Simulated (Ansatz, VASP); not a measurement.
# One calculation of HfN, two programs

```
CELL_PARAMETERS angstrom
2.82512 0.00000 0.00000
0.00000 2.82512 0.00000
0.00000 0.00000 2.82512
ATOMIC_POSITIONS crystal
Hf 0.00000 0.00000 0.00000
N 0.50000 0.50000 0.50000
```

Alike in both runs: functional PBE; k mesh 14 × 14 × 14; occupations fermi-dirac, width 0.05 eV; no spin polarisation.

Ansatz relaxed the structure, and its values are those at the end. VASP's run is a single point on that final structure, the one shown.

|  | VASP | Ansatz |
| --- | --- | --- |
| version | VASP 6.6.1 | Ansatz 0.2.0 |
| potentials or method | VASP PAW PBE potentials, release 64 (Hf_pv, N) | PAW with Ansatz's default frozen-core files, scalar-relativistic |
| plane-wave cutoff (eV) | 520 | 420 |
| valence electrons in the cell | 15 | 31 |

|  | VASP | Ansatz | Ansatz less VASP |
| --- | --- | --- | --- |
| pressure (GPa) | -2.6 | 0.0 | +2.59 |

VASP's potentials hold 15 valence electrons a cell and Ansatz's 31, so a difference there can come from the potentials and not from the codes.

Spin-orbit coupling is off throughout.
